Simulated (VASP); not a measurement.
Write the native input for VASP 6.6.1 that does the following.

- Task: single point
- Functional: PBE
- Potentials or basis: VASP PAW PBE potentials, release 64 (Co)
- Cutoff: 520 eV
- k mesh: 7 × 7 × 7
- Occupations: fermi-dirac, width 0.1 eV
- Spin: collinear spin, ferromagnetic start
- Starting moments: [1.898] μB
- Dipole correction: no
- Further INCAR settings: ALGO = Normal; EDIFF = 1e-07; NBANDS = 14

The structure of Co lies in POSCAR:

```
Co
1.0
    2.3401138647      0.0000000000      0.0000000000
    0.0000000000      2.3401138647      0.0000000000
    0.0000000000      0.0000000000      2.3401138647
Co
1
Direct
    0.0000000000      0.0000000000      0.0000000000
```

One way to write it, as run:

INCAR

```
SYSTEM = Co
PREC = Accurate ; ENCUT = 520
EDIFF = 1E-7 ; ISMEAR = -1
SIGMA = 0.1 ; LREAL = .FALSE.
LASPH = .TRUE. ; NELM = 150
ALGO = Normal ; ISIF = 2
LWAVE = .FALSE. ; LCHARG = .FALSE.
ISPIN = 2 ; MAGMOM = 1.898
LORBIT = 11 ; LMAXMIX = 4
GGA = PE ; NBANDS = 14
```

KPOINTS

```
Automatic mesh
0
G
  7 7 7
  0 0 0
```

Potentials or basis: VASP PAW PBE potentials, release 64 (Co).

Command:

```console
$ cat potpaw_PBE.64/Co/POTCAR > POTCAR
$ mpirun -np 1 vasp_std > vasp.out
```

It gave:

```yaml
Pressure: -0.6 GPa
Net_moment: 1.84 μB per cell
Site_moments: Co +1.85 μB
Valence_electrons_inside_the_program's_atomic_spheres: Co 8.16
```

Caveat: the k points lie up to 0.38 Å⁻¹ apart.

Wall time 11 s on 1 thread of Intel Xeon 6975P-C (shared host), peak memory 0.12 GiB.
